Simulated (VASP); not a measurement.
# I (P6/mmm) in VASP: further runs

Runs on I. Level: PBE. Tasks: single point, relaxation of cell and atoms.

Everything below comes from runs of VASP 6.6.1. Logs are shortened: lines on timing, memory, paths and dates and some standing lists are left out, and cuts for length are marked.

## Step 1: The cell of the first run

It takes space group P6/mmm (No. 191, hexagonal). Conventional cell: a = 6.651 Å, b = 6.651 Å, c = 4.077 Å, α = 90.00°, β = 90.00°, γ = 120.00°. I (site symmetry 6/mmm) has 14 I at 4.08 to 4.35 Å within 5.4 Å. I (site symmetry -6m2) has 11 I at 3.84 to 4.35 Å within 5.0 Å.

## Step 2: Single point, PBE

INCAR reads:

```
PREC = Accurate
ENCUT = 520
EDIFF = 1E-6
ISMEAR = 0
SIGMA = 0.1
LREAL = False
LASPH = True
NELM = 100
ALGO = Normal
ISIF = 2
LWAVE = False
LCHARG = True
GGA = PE
LELF = True
LVHAR = True
NBANDS = 18
```

KPOINTS reads:

```
regular mesh
0
Gamma
  3 3 4
```

POSCAR reads:

```
I
1.0
    6.6507048369      0.0000000000      0.0000000000
   -3.3253524184      5.7596793418      0.0000000000
    0.0000000000      0.0000000000      4.0771712261
I
3
Direct
    0.0000000000      0.0000000000      0.0000000000
    0.3333333333      0.6666666667      0.5000000000
    0.6666666667      0.3333333333      0.5000000000
```

Potentials or basis: VASP PAW PBE potentials, release 64 (I).

The run is started by

```
> cat potpaw_PBE.64/I/POTCAR > POTCAR
> mpirun -np 1 vasp_std > vasp.out
```

OUTCAR:

```text
PREC = Accurate
   ENCUT = 520
   EDIFF = 1E-6
   ISMEAR = 0
   LREAL = False
   LASPH = True
   NELM = 100
   ISIF = 2
   GGA = PE

 ion  position               nearest neighbor table
   1  0.000  0.000  0.000-
   2  0.333  0.667  0.500-
   3  0.667  0.333  0.500-

  LATTYP: Found a hexagonal cell.
 ALAT       =     6.6507048369
 C/A-ratio  =     0.6130434783

  Lattice vectors:

 A1 = (   6.6507048369,   0.0000000000,   0.0000000000)
 A2 = (  -3.3253524184,   5.7596793418,   0.0000000000)
 A3 = (   0.0000000000,   0.0000000000,   4.0771712261)

Analysis of symmetry for initial positions (statically):
=====================================================================
 Subroutine PRICEL returns:
 Original cell was already a primitive cell.

 Routine SETGRP: Setting up the symmetry group for a
 hexagonal supercell.

 Subroutine GETGRP returns: Found 24 space group operations
 (whereof 24 operations were pure point group operations)
 out of a pool of 24 trial point group operations.

The static configuration has the point symmetry D_6h.

Analysis of symmetry for dynamics (positions and initial velocities):
=====================================================================
 Subroutine PRICEL returns:
 Original cell was already a primitive cell.

 Routine SETGRP: Setting up the symmetry group for a
 hexagonal supercell.

 Subroutine GETGRP returns: Found 24 space group operations
 (whereof 24 operations were pure point group operations)
 out of a pool of 24 trial point group operations.

The dynamic configuration has the point symmetry D_6h.

 Subroutine INISYM returns: Found 24 space group operations
 (whereof 24 operations are pure point group operations),
 and found     1 'primitive' translations

----------------------------------------------------------------------------------------

                                     Primitive cell

  volume of cell :     156.1798

  direct lattice vectors                    reciprocal lattice vectors
     6.650704837  0.000000000  0.000000000     0.150360003  0.086810388  0.000000000
    -3.325352418  5.759679342  0.000000000     0.000000000  0.173620777  0.000000000
     0.000000000  0.000000000  4.077171226     0.000000000  0.000000000  0.245268090

  length of vectors
     6.650704837  6.650704837  4.077171226     0.173620777  0.173620777  0.245268090

  position of ions in fractional coordinates (direct lattice)
     0.000000000  0.000000000  0.000000000
     0.333333333  0.666666667  0.500000000
     0.666666667  0.333333333  0.500000000

  ion indices of the primitive-cell ions
   primitive index   ion index
                 1           1
                 2           2
                 3           3

----------------------------------------------------------------------------------------

 KPOINTS: regular mesh

Automatic generation of k-mesh.
 Grid dimensions read from file:
 generate k-points for:    3    3    4

 Generating k-lattice:

  Cartesian coordinates                     Fractional coordinates (reciprocal lattice)
     0.050120001  0.028936796  0.000000000     0.333333333 -0.000000000  0.000000000
     0.000000000  0.057873592  0.000000000     0.000000000  0.333333333  0.000000000
     0.000000000  0.000000000  0.061317023     0.000000000  0.000000000  0.250000000

  Length of vectors
     0.057873592  0.057873592  0.061317023

  Shift w.r.t. Gamma in fractional coordinates (k-lattice)
     0.000000000  0.000000000  0.000000000

 Subroutine IBZKPT returns following result:
 ===========================================

 Found      9 irreducible k-points:

 Following reciprocal coordinates:
            Coordinates               Weight
  0.000000  0.000000  0.000000      1.000000
  0.333333  0.000000  0.000000      6.000000
  0.333333  0.333333  0.000000      2.000000
  0.000000  0.000000  0.250000      2.000000
  0.333333  0.000000  0.250000     12.000000
  0.333333  0.333333  0.250000      4.000000
  0.000000  0.000000  0.500000      1.000000
  0.333333  0.000000  0.500000      6.000000
  0.333333  0.333333  0.500000      2.000000
   k-points           NKPTS =      9   k-points in BZ     NKDIM =      9   number of bands    NBANDS=     18
   number of dos      NEDOS =    301   number of ions     NIONS =      3
   total plane-waves  NPLWV =  75000
   dimension x,y,z NGX =    50 NGY =   50 NGZ =   30
   dimension x,y,z NGXF=   100 NGYF=  100 NGZF=   60
   ions per type =               3
   NGX,Y,Z   is equivalent  to a cutoff of  12.50, 12.50, 12.23 a.u.
   NGXF,Y,Z  is equivalent  to a cutoff of  25.00, 25.00, 24.46 a.u.
 SYSTEM =  unknown system
   PREC   = accura    normal or accurate (medium, high low for compatibility)
   ISTART =      0    job   : 0-new  1-cont  2-samecut
   ICHARG =      2    charge: 1-file 2-atom 10-const
   ISPIN  =      1    spin polarized calculation?
   LNONCOLLINEAR =      F non collinear calculations
   LSORBIT =      F    spin-orbit coupling
[... 46 lines left out ...]
  ext. energy  EPLUGINS =         0.00000000
  ---------------------------------------------------
  free energy    TOTEN  =        -2.57909495 eV

  energy without entropy =       -2.53705684  energy(sigma->0) =       -2.55807589

 E-fermi :   0.4703     XC(G=0):  -7.3610

 val. band max:        0.4585977191   @ k =   0.3333   0.3333   0.0000
 cond. band min:       0.5026418482   @ k =   0.3333   0.0000   0.5000
 fundamental gap:      0.0440441290
 Fermi energy:         0.4702585106

 k-point     1 :       0.0000    0.0000    0.0000
  band No.  band energies     occupation
      1     -11.3437      2.00000
      2     -10.7216      2.00000
      3     -10.4952      2.00000
      4      -1.4913      2.00000
      5      -1.4913      2.00000
      6      -0.9616      2.00000
[... 10 lines left out ...]
     17       9.5942      0.00000
     18       9.9921      0.00000

 k-point     2 :       0.3333    0.0000    0.0000
  band No.  band energies     occupation
      1     -11.1968      2.00000
      2     -10.8530      2.00000
      3     -10.5449      2.00000
      4      -1.9078      2.00000
      5      -1.4453      2.00000
      6      -0.1962      2.00000
[... 10 lines left out ...]
     17       8.8057      0.00000
     18       9.4104      0.00000

 k-point     3 :       0.3333    0.3333    0.0000
  band No.  band energies     occupation
      1     -11.0125      2.00000
      2     -11.0125      2.00000
      3     -10.5880      2.00000
      4      -1.6879      2.00000
      5      -1.2352      2.00000
      6      -1.2352      2.00000
[... 10 lines left out ...]
     17       8.6278      0.00000
     18       8.9285      0.00000

 k-point     4 :       0.0000    0.0000    0.2500
  band No.  band energies     occupation
      1     -11.2063      2.00000
      2     -10.6237      2.00000
      3     -10.4248      2.00000
      4      -1.3295      2.00000
      5      -1.3295      2.00000
      6      -0.9331      2.00000
[... 10 lines left out ...]
     17       8.6767      0.00000
     18       9.0410      0.00000

 k-point     5 :       0.3333    0.0000    0.2500
  band No.  band energies     occupation
      1     -11.0768      2.00000
      2     -10.7503      2.00000
      3     -10.4520      2.00000
      4      -1.6456      2.00000
      5      -1.3693      2.00000
      6      -0.8871      2.00000
[... 10 lines left out ...]
     17       8.8392      0.00000
     18       9.3110      0.00000

 k-point     6 :       0.3333    0.3333    0.2500
  band No.  band energies     occupation
      1     -10.9083      2.00000
      2     -10.9083      2.00000
      3     -10.4753      2.00000
      4      -1.7008      2.00000
      5      -1.0815      2.00000
      6      -1.0815      2.00000
[... 10 lines left out ...]
     17       8.9036      0.00000
     18       8.9036      0.00000

 k-point     7 :       0.0000    0.0000    0.5000
  band No.  band energies     occupation
      1     -11.0521      2.00000
      2     -10.5201      2.00000
      3     -10.3596      2.00000
      4      -1.6532      2.00000
      5      -1.1507      2.00000
      6      -1.1507      2.00000
[... 10 lines left out ...]
     17       8.8983      0.00000
     18       9.5564      0.00000

 k-point     8 :       0.3333    0.0000    0.5000
  band No.  band energies     occupation
      1     -10.9468      2.00000
      2     -10.6410      2.00000
      3     -10.3565      2.00000
      4      -1.7010      2.00000
      5      -1.5451      2.00000
      6      -1.2957      2.00000
[... 10 lines left out ...]
     17       8.3906      0.00000
     18       9.4088      0.00000

 k-point     9 :       0.3333    0.3333    0.5000
  band No.  band energies     occupation
      1     -10.7977      2.00000
      2     -10.7977      2.00000
      3     -10.3549      2.00000
      4      -1.9137      2.00000
      5      -1.5066      2.00000
      6      -1.5066      2.00000
[... 10 lines left out ...]
     17       8.6298      0.00000
     18       8.7720      0.00000

------------------------ aborting loop because EDIFF is reached ----------------------------------------

  FORCE on cell =-STRESS in cart. coord.  units (eV):
  Direction    XX          YY          ZZ          XY          YZ          ZX
  --------------------------------------------------------------------------------------
  -------------------------------------------------------------------------------------
  Total       -2.5208674     -2.5208674     -3.7398307     -0.0000000      0.0000000      0.0000000
  in kB      -25.8604247    -25.8604247    -38.3652118     -0.0000000      0.0000000      0.0000000
  external PRESSURE =     -30.0286871 kB  Pullay stress =       0.0000000 kB

 VOLUME and BASIS-vectors are now :
 -----------------------------------------------------------------------------
  energy-cutoff  :      520.00
  volume of cell :      156.18
      direct lattice vectors                 reciprocal lattice vectors
     6.650704837  0.000000000  0.000000000     0.150360003  0.086810388  0.000000000
    -3.325352418  5.759679342  0.000000000     0.000000000  0.173620777  0.000000000
     0.000000000  0.000000000  4.077171226     0.000000000  0.000000000  0.245268090

 POSITION                                       TOTAL-FORCE (eV/Angst)
 -----------------------------------------------------------------------------------
      0.00000      0.00000      0.00000        -0.000000      0.000000      0.000000
     -0.00000      3.83979      2.03859         0.000000     -0.000000      0.000000
      3.32535      1.91989      2.03859        -0.000000      0.000000      0.000000
 -----------------------------------------------------------------------------------
    total drift:                                0.000000     -0.000000      0.000000

  FREE ENERGIE OF THE ION-ELECTRON SYSTEM (eV)
  ---------------------------------------------------
  free  energy   TOTEN  =        -2.5790949482 eV

  energy  without entropy=       -2.5370568384  energy(sigma->0) =       -2.55807589
```

Run time: 26 s. Hardware: 1 thread of Intel Xeon Platinum 8259CL at 2.50GHz (Skylake/Cascade Lake), shared host; peak memory 0.25 GiB.

What came out:

```
Free energy : -2.5791 eV
Pressure    : -3.0 GPa
```

Stress tensor (GPa, compression positive):
```
-2.59  0.00  0.00
 0.00 -2.59  0.00
 0.00  0.00 -3.84
```

Levels at points of the mesh, in eV from the Fermi level:
```
           k point  band 9  band 10  band 11  band 12  band 13  band 14
(0.00, 0.00, 0.00)    0.26     0.40     0.40     0.45     5.65     6.66
(0.00, 0.00, 0.50)   -0.51    -0.51    -0.22    -0.22     6.13     6.13
```

Caveat: the k points lie up to 0.39 Å⁻¹ apart; spin-orbit coupling is left out, which moves the levels of the heavy elements; an odd number of electrons without spin polarisation forces a metal; a magnetic or distorted state may lie lower.

## Step 3: Single point, PBE

This run uses another cell than the first one, of 52.82 Å³/atom, 1.015 times its volume.

INCAR reads:

```
PREC     = Accurate       # precision mode
ENCUT    = 520            # plane-wave cutoff, eV
EDIFF    = 1E-7           # SCF threshold, eV
ISMEAR   = 0              # smearing method
SIGMA    = 0.1            # smearing width, eV
LREAL    = F              # projectors in reciprocal space
LASPH    = T              # aspherical terms in the spheres
NELM     = 100            # most SCF steps
ALGO     = Normal         # electronic algorithm
ISIF     = 2              # what is computed and relaxed
LWAVE    = F              # write WAVECAR
LCHARG   = F              # write CHGCAR
GGA      = PE             # functional
NBANDS   = 18             # bands
```

KPOINTS reads:

```
Automatic mesh
0
Gamma
  9 9 12
```

POSCAR reads:

```
I
1.0
    7.9048632404      0.0000000000      0.0000000000
   -3.9524316202      6.8458123797      0.0000000000
    0.0000000000      0.0000000000      2.9282831802
I
3
Direct
    0.0000000000      0.0000000000      0.0000000000
    0.3333333333      0.6666666667      0.5000000000
    0.6666666667      0.3333333333      0.5000000000
```

Potentials or basis: VASP PAW PBE potentials, release 64 (I).

The run is started by

```
> cat potpaw_PBE.64/I/POTCAR > POTCAR
> mpirun -np 1 vasp_std > vasp.out
```

Wall time 3.6 min (1 thread of Intel Xeon Platinum 8259CL at 2.50GHz (Skylake/Cascade Lake), shared host); peak memory 0.39 GiB.

It converged, with:

| Item | Value |
| --- | --- |
| Free energy | -4.3230 eV |
| Pressure | 0.0 GPa |

Stress tensor (GPa, compression positive):
```
 0.00  0.00  0.00
 0.00  0.00  0.00
 0.00  0.00 -0.12
```

Levels at points of the mesh, in eV from the Fermi level:
| k point | band 7 | band 8 | band 9 | band 10 | band 11 | band 12 | band 13 | band 14 |
| --- | --- | --- | --- | --- | --- | --- | --- | --- |
| (0.00, 0.00, 0.00) | -2.47 | -1.56 | -1.56 | 3.72 | 3.81 | 3.93 | 4.39 | 7.54 |
| (0.00, 0.00, 0.50) | -0.40 | -0.40 | -0.04 | -0.04 | 0.07 | 0.07 | 5.97 | 5.97 |

Caveat: spin-orbit coupling is left out, which moves the levels of the heavy elements; an odd number of electrons without spin polarisation forces a metal; a magnetic or distorted state may lie lower.

## Step 4: Relaxation of cell and atoms, PBE

INCAR reads:

```
ALGO = Normal ; EDIFF = 1E-7
EDIFFG = -0.01 ; ENCUT = 600
GGA = PE ; IBRION = 2
ISIF = 3 ; ISMEAR = 0
LASPH = T ; LCHARG = F
LREAL = F ; LWAVE = F
NELM = 100 ; NSW = 100
PREC = Accurate ; SIGMA = 0.1
```

KPOINTS reads:

```
k-points
0
Gamma
  9 9 12
```

POSCAR reads:

```
I
1.0
    6.6507048369      0.0000000000      0.0000000000
   -3.3253524184      5.7596793418      0.0000000000
    0.0000000000      0.0000000000      4.0771712261
I
3
Direct
    0.0000000000      0.0000000000      0.0000000000
    0.3333333333      0.6666666667      0.5000000000
    0.6666666667      0.3333333333      0.5000000000
```

The run is started by

```
> cat potpaw_PBE.64/I/POTCAR > POTCAR
> mpirun -np 1 vasp_std > vasp.out
```

It took 1.5 h on 1 thread of Intel Xeon Platinum 8259CL at 2.50GHz (Skylake/Cascade Lake), shared host; peak memory 0.46 GiB.

Results (log left out):

```
Free energy                            : -4.3225 eV
Relaxed volume                         : 52.71 Å³/atom
Relaxed cell                           : a = 7.900 Å, b = 7.900 Å, c = 2.926 Å, α = 90.00°, β = 90.00°, γ = 120.00°
Space group after relaxing (to 0.05 Å) : P6/mmm (No. 191)
Energy gained by relaxing              : 604.3 meV/atom
Ionic steps                            : 32
Pressure after relaxing                : 0.0 GPa
```

The path:
| step | energy change (eV) | largest force (eV/Å) | pressure (GPa) | volume (Å³) |
| --- | --- | --- | --- | --- |
| 1 | 0.0000 | 0.0000 | -2.86 | 156.18 |
| 2 | -0.3551 | 0.0000 | -2.69 | 136.12 |
| 3 | -0.0854 | 0.0000 | 10.11 | 86.37 |
| 4 | -0.5872 | 0.0000 | -1.66 | 119.82 |
| 5 | -0.6389 | 0.0000 | 0.89 | 105.35 |
| 6 | -0.6486 | 0.0000 | -0.16 | 109.86 |
| 7 | -0.6490 | 0.0000 | 0.01 | 109.04 |
| 8 | -0.6577 | 0.0000 | 0.03 | 108.75 |
| 9 | -0.7157 | 0.0000 | 0.18 | 107.77 |
| 10 | -0.9761 | 0.0000 | 1.16 | 105.38 |
| 11 | -1.0401 | 0.0000 | 9.82 | 98.74 |
| 12 | -1.1676 | 0.0000 | 2.56 | 103.36 |
| 13 | -1.2565 | 0.0000 | 5.08 | 101.18 |
| 14 | -1.2534 | 0.0000 | 5.41 | 100.97 |
| 15 | -1.2847 | 0.0000 | 4.97 | 101.92 |
| 16 | -1.3654 | 0.0000 | 3.78 | 104.83 |
| 17 | -1.4737 | 0.0000 | 1.82 | 110.80 |
| 18 | -1.5238 | 0.0000 | -0.77 | 123.40 |
| 19 | -1.6070 | 0.0000 | -0.71 | 126.51 |
| 20 | -1.7769 | 0.0000 | 0.13 | 135.72 |
| 21 | -1.4709 | 0.0000 | 4.14 | 153.44 |
| 22 | -1.7912 | 0.0000 | 0.63 | 138.87 |
| 23 | -1.7912 | 0.0000 | 0.70 | 139.26 |
| 24 | -1.8019 | 0.0000 | 0.34 | 143.27 |
| 25 | -1.8069 | 0.0000 | -0.28 | 151.73 |
| 26 | -1.8076 | 0.0000 | -0.15 | 149.71 |
| 27 | -1.8117 | 0.0000 | -0.05 | 153.30 |
| 28 | -1.8129 | 0.0000 | 0.06 | 157.19 |
| 29 | -1.8129 | 0.0000 | 0.06 | 156.86 |
| 30 | -1.8129 | 0.0000 | 0.06 | 157.00 |
| 31 | -1.8130 | 0.0000 | -0.02 | 158.50 |
| 32 | -1.8130 | 0.0000 | 0.01 | 158.13 |

Final structure:
```xyz
3
Lattice="7.9001 0.0000 0.0000 -3.9501 6.8417 0.0000 0.0000 0.0000 2.9256" Properties=species:S:1:pos:R:3 pbc="T T T"
I     0.0000    0.0000    0.0000
I     0.0000    4.5612    1.4628
I     3.9501    2.2806    1.4628
```

Levels at points of the mesh, in eV from the Fermi level:
```
           k point  band 7  band 8  band 9  band 10  band 11  band 12  band 13  band 14
(0.00, 0.00, 0.00)   -2.48   -1.57   -1.57     3.73     3.82     3.95     4.39     7.54
(0.00, 0.00, 0.50)   -0.40   -0.40   -0.04    -0.04     0.07     0.07     5.96     5.96
```

Caveat: spin-orbit coupling is left out, which moves the levels of the heavy elements; an odd number of electrons without spin polarisation forces a metal; a magnetic or distorted state may lie lower.

## Step 5: The runs side by side

| task | cell | k mesh | cutoff (eV) | gap on the mesh (eV) | pressure (GPa) |
| --- | --- | --- | --- | --- | --- |
| single point | a = 6.651, b = 6.651, c = 4.077 Å, angles 90.0, 90.0, 120.0°, 3 atoms | 3 × 3 × 4 | 520 | none | -3.0 |
| single point | a = 7.905, b = 7.905, c = 2.928 Å, angles 90.0, 90.0, 120.0°, 3 atoms | 9 × 9 × 12 | 520 | none | 0.0 |
| relaxation of cell and atoms | relaxed from a = 6.651, b = 6.651, c = 4.077 Å, angles 90.0, 90.0, 120.0°, 3 atoms | 9 × 9 × 12 | 600 | none | 0.0 |

Alike in all rows: level PBE; potentials or basis VASP PAW PBE potentials, release 64 (I); no spin polarisation; smearing gaussian 0.1 eV.

Caveats: some runs use coarse meshes; spin-orbit coupling is left out, which moves the levels of the heavy elements; an odd number of electrons without spin polarisation forces a metal; a magnetic or distorted state may lie lower.

Total energies depend on the potentials used, so only differences within one code and one set of settings carry meaning.
